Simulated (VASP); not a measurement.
The system is Nb.

```
Nb
1.0
    -1.65882    1.65882    1.65882
     1.65882   -1.65882    1.65882
     1.65882    1.65882   -1.65882
Nb
1
Cartesian
  0.0000 0.0000 0.0000
```

Base run:

* Program: VASP 6.6.1
* Functional: PBE
* Potentials or basis: VASP PAW PBE potentials, release 64 (Nb_sv)
* Cutoff: 500 eV
* k mesh: 10 × 10 × 10
* Occupations: gaussian, width 0.1 eV
* Spin: no spin polarisation

Its results: pressure -1.2 GPa.

Q: After a change of settings the same cell gave: pressure -2.5 GPa. Which change was it?
A. occupations from gaussian, width 0.1 eV to fermi-dirac, width 0.042 eV; dispersion from none to D4
B. k mesh from 10 × 10 × 10 to 6 × 6 × 6
C. k mesh from 10 × 10 × 10 to 3 × 3 × 3
D. k mesh from 10 × 10 × 10 to 4 × 4 × 4

A: C.

Caveats: some runs use coarse meshes.
